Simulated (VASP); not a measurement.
Set up this calculation in VASP 6.6.1, as the native input.

| Property | Result |
| --- | --- |
| Task | single point |
| Functional | PBE |
| Dispersion | D3(BJ) |
| Potentials or basis | VASP PAW PBE potentials, release 64 (S, C) |
| Cutoff | 520 eV |
| k mesh | 1 × 1 × 1 |
| Occupations | fermi-dirac, width 0.02 eV |
| Spin | no spin polarisation |
| Dipole correction | no |
| Further INCAR settings | LREAL = Auto; ALGO = Normal; EDIFF = 1e-07; NBANDS = 63 |

The structure of CS2 lies in POSCAR:

```
CS2
1.0
    8.4343270000      0.0000000000      0.0000000000
    0.0000000000      8.4343270000      0.0000000000
    0.0000000000      0.0000000000      8.4343270000
S C
12 6
Direct
    0.8554090919      0.2000515275      1.0817104909
    1.0181843791      0.4607006582      0.8622620394
    0.7932345995      0.6122005941      0.4311903013
    0.8706681636      0.9543381470      0.5582662375
    0.5733593208      0.9413317743      0.8958865361
    0.2670752509      0.8578752045      0.6990006434
    0.5287558806      0.2065724983      0.3916376493
    0.2926374564      0.4682649843      0.3107301863
    0.3384620966      0.2879660701      0.8644673132
    0.6078730407      0.5338659504      0.8421181678
    0.3907484260      0.8360833058      0.3540768576
    0.1637237921      0.7807854735      0.0664901894
    0.9274836036      0.3359722714      0.9706998555
    0.8270250845      0.7763630696      0.5089321294
    0.4220253732      0.8868164585      0.8007396441
    0.4227723208      0.3561991372      0.3661940069
    0.4692253454      0.4153384141      0.8478566221
    0.2774613790      0.8161647041      0.2090860361
```

The input as run:

INCAR

```
ALGO = Normal ; EDIFF = 1E-7
ENCUT = 520 ; GGA = PE
ISIF = 2 ; ISMEAR = -1
IVDW = 12 ; LASPH = T
LCHARG = T ; LELF = T
LREAL = Auto ; LVHAR = T
LWAVE = F ; NBANDS = 63
NELM = 100 ; PREC = Accurate
SIGMA = 0.02
```

KPOINTS

```
k-points
0
Gamma
  1 1 1
```

Potentials or basis: VASP PAW PBE potentials, release 64 (S, C).

Run with:

```bash
$ cat potpaw_PBE.64/S/POTCAR potpaw_PBE.64/C/POTCAR > POTCAR
$ mpirun -np 1 vasp_gam > vasp.out
```

It gave:

```yaml
Pressure: -0.9 GPa
Largest_force: 1.932 eV/Å
Dispersion_energy_per_atom: -0.120 eV
```

Caveat: the k points lie up to 0.74 Å⁻¹ apart.

Run time: 38 s on 1 thread of AMD EPYC 9R45 96-Core Processor (Zen 5), with other jobs on the host, peak memory 0.49 GiB.
